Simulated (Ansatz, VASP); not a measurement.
# One calculation of HfO2, two programs

```xyz
3
Lattice="-0.0666 2.4699 2.4699 2.4699 -0.0666 2.4699 2.4699 2.4699 -0.0666" Properties=species:S:1:pos:R:3 pbc="T T T"
Hf    0.0000    0.0000    0.0000
O     1.2183    1.2183    1.2183
O     3.6548    3.6548    3.6548
```

Alike in both runs: task single point; functional PBE; k mesh 8 × 8 × 8; occupations gaussian, width 0.05 eV; no spin polarisation.

```csv
,VASP,Ansatz
version,VASP 6.6.1,Ansatz 0.2.0
potentials or method,"VASP PAW PBE potentials, release 64 (Hf_pv, O), cutoff 520 eV","scalar-relativistic, plane waves, PAW"
valence electrons in the cell,22,38
```

```tsv
	VASP	Ansatz	Ansatz less VASP
gap on the k mesh at the Fermi level (eV)	3.92	3.90	-0.025
least direct gap on the mesh (eV)	3.92	3.90	-0.025
pressure (GPa)	11.5	15.8	+4.20
traceless stress, the component that is largest in VASP (GPa)	3.50	3.63	+0.128
rms of the force components (eV/Å)	0.232	0.246	+0.0144
```

Atom by atom the forces differ by 0.014 eV/Å (rms over components). One of these differences is far larger than is usual between the two programs; its cause wasn't traced. VASP's potentials hold 22 valence electrons a cell and Ansatz's 38, so a difference there can come from the potentials and not from the codes.

Spin-orbit coupling is off throughout.
